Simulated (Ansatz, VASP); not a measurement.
# ZnCu: VASP beside Ansatz

```
Zn Cu
1.0
     2.93515    0.00000    0.00000
     0.00000    2.93515    0.00000
     0.00000    0.00000    2.93515
Zn Cu
1 1
Direct
  0.50000 0.50000 0.50000
  0.00000 0.00000 0.00000
```

Change from the starting cell: volume scaled by 0.99, crystal datasets.

Alike in both runs: task electric field gradients; functional PBEsol; k mesh 14 × 14 × 14; occupations fermi-dirac, width 0.05 eV; no spin polarisation.

```csv
,VASP,Ansatz
version,VASP 6.6.1,Ansatz 0.2.0
potentials or method,"VASP PAW PBE potentials, release 64 (Zn, Cu), cutoff 520 eV","all-electron PAW with datasets made for the crystal, scalar-relativistic"
```

|  | VASP | Ansatz | Ansatz less VASP |
| --- | --- | --- | --- |
| pressure (GPa) | -2.9 | -3.6 | -0.65 |

VASP's potentials were made for PBE, not for PBEsol. Ansatz ran all-electron here, and VASP with PAW potentials.
